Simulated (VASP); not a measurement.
A run of VASP 6.6.1 is set up as follows.

Contents of INCAR:

```
SYSTEM = Cs2NaBrF6
ALGO = Normal ; EDIFF = 1E-6
ENCUT = 520 ; GGA = PS
ISIF = 2 ; ISMEAR = 1
LASPH = .TRUE. ; LCHARG = .FALSE.
LREAL = .FALSE. ; LWAVE = .FALSE.
NBANDS = 48 ; NELM = 80
PREC = Accurate ; SIGMA = 0.0385
```

KPOINTS

```
k-points
0
G
  6 6 6
  0 0 0
```

POSCAR

```
Cs2NaBrF6
1.0
    0.0000000000      4.5913830000      4.5913830000
    4.5913830000      0.0000000000      4.5913830000
    4.5913830000      4.5913830000      0.0000000000
F Br Cs Na
6 1 2 1
Direct
    0.7588380000      0.2411620000      0.2411620000
    0.2411620000      0.7588380000      0.2411620000
    0.2411620000      0.7588380000      0.7588380000
    0.7588380000      0.2411620000      0.7588380000
    0.2411620000      0.2411620000      0.7588380000
    0.7588380000      0.7588380000      0.2411620000
    0.0000000000      0.0000000000      0.0000000000
    0.2500000000      0.2500000000      0.2500000000
    0.7500000000      0.7500000000      0.7500000000
    0.5000000000      0.5000000000      0.5000000000
```

Potentials or basis: VASP PAW PBE potentials, release 64 (F, Br, Cs_sv, Na_pv).

The run is started by

```sh
$ cat potpaw_PBE.64/F/POTCAR potpaw_PBE.64/Br/POTCAR potpaw_PBE.64/Cs_sv/POTCAR potpaw_PBE.64/Na_pv/POTCAR > POTCAR
$ mpirun -np 1 vasp_std > vasp.out
```

Q: What does it give for the largest force?

A: 0.008 eV/Å.

Q: Predict the band gap on the k mesh.

A: Zero (band 37 reaches 0.47 eV, above the bottom of band 38 at 0.32 eV).

Forces in eV/Å, atoms in the order of the input:
```
F    0.008  0.000  0.000
F    0.000  0.008  0.000
F   -0.008  0.000  0.000
F    0.000 -0.008  0.000
F    0.000  0.000  0.008
F    0.000  0.000 -0.008
Br   0.000  0.000  0.000
Cs   0.000  0.000  0.000
Cs   0.000  0.000  0.000
Na   0.000  0.000  0.000
```

Caveat: the PAW data sets were made with another functional, which shifts forces and pressure a little; spin-orbit coupling is left out, which moves the levels of the heavy elements.
